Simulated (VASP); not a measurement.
Wanted: the native input for a VASP 6.6.1 run.

```yaml
Task: single point
Functional: PBE
Potentials_or_basis: VASP PAW PBE potentials, release 64 (Sr_sv, Cu, S, O)
Cutoff: 520 eV
k_mesh: 10 × 10 × 6
Occupations: gaussian, width 0.1 eV
Spin: no spin polarisation
Dipole_correction: no
Further_INCAR_settings: ALGO = Normal; EDIFF = 1e-06; NBANDS = 34
```

The structure of Sr2CuSO2 lies in POSCAR:

```
Sr2CuSO2
1.0
    3.9023430000      0.0000000000      0.0000000000
    0.0000000000      3.9023430000      0.0000000000
    0.0000000000      0.0000000000      6.8812800000
Sr Cu S O
2 1 1 2
Direct
    0.0000000000      0.0000000000      0.2491570000
    0.0000000000      0.0000000000      0.7508430000
    0.5000000000      0.5000000000      0.0000000000
    0.5000000000      0.5000000000      0.5000000000
    0.0000000000      0.5000000000      0.0000000000
    0.5000000000      0.0000000000      0.0000000000
```

These files were run (other wordings do the same):

INCAR

```
SYSTEM = Sr2CuSO2
PREC = Accurate
ENCUT = 520
EDIFF = 1E-6
ISMEAR = 0
SIGMA = 0.1
LREAL = .FALSE.
LASPH = .TRUE.
NELM = 80
ALGO = Normal
ISIF = 2
LWAVE = .FALSE.
LCHARG = .FALSE.
GGA = PE
NBANDS = 34
```

KPOINTS

```
Automatic mesh
0
G
  10 10 6
  0 0 0
```

Potentials or basis: VASP PAW PBE potentials, release 64 (Sr_sv, Cu, S, O).

Launch:

```console
$ cat potpaw_PBE.64/Sr_sv/POTCAR potpaw_PBE.64/Cu/POTCAR potpaw_PBE.64/S/POTCAR potpaw_PBE.64/O/POTCAR > POTCAR
$ mpirun -np 1 vasp_std > vasp.out
```

It gave:

```
Pressure               : 0.3 GPa
Largest force          : 0.048 eV/Å
Band gap on the k mesh : zero (an odd number of electrons rules out a gap without spin polarisation)
```

Caveat: an odd number of electrons without spin polarisation forces a metal; a magnetic or distorted state may lie lower; semilocal functionals often make such compounds metallic where correlation or magnetic order opens a gap, which also shifts bond lengths.

Wall time 5.6 min on 1 thread of Intel(R) Xeon(R) Platinum 8259CL CPU @ 2.50GHz (Skylake/Cascade Lake), on a shared host, peak memory 0.42 GiB.
